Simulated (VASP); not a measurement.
Ni:

```
Ni
1.0
     3.52387    0.00000    0.00000
     0.00000    3.52387    0.00000
     0.00000    0.00000    3.52387
Ni
4
Cartesian
  0.0000 0.0000 0.0000
  1.7619 1.7619 0.0000
  1.7619 0.0000 1.7619
  0.0000 1.7619 1.7619
```

Base run:

```yaml
Program: VASP 6.6.1
Functional: LDA
Potentials_or_basis: VASP PAW LDA potentials, release 64 (Ni)
Cutoff: 520 eV
k_mesh: 9 × 9 × 9
Occupations: fermi-dirac, width 0.1 eV
Spin: non-collinear spin, typed start
Starting_moments: "[[0.0, 0.0, 0.6], [0.0, 0.0, 0.6], [0.0, 0.0, 0.6], [0.0, 0.0, -0.6]] μB"
```

Its results: band gap on the k mesh zero (bands 40 and 41 overlap by 0.66 eV); pressure -17.4 GPa; net moment 2.31 μB per cell.

Task: The run is repeated on the same cell with these changes: moments at the start from [0.0, 0.0, 0.6, 0.0, 0.0, 0.6, 0.0, 0.0, to [0.35, 0.35, 0.35, 0.35, -0.35, -0.35, -. What comes out?

Result: Band gap on the k mesh zero (bands 40 and 41 overlap by 0.35 eV); pressure -18.1 GPa; net moment 0.00 μB per cell.

Caveats: the cell stands under tension.
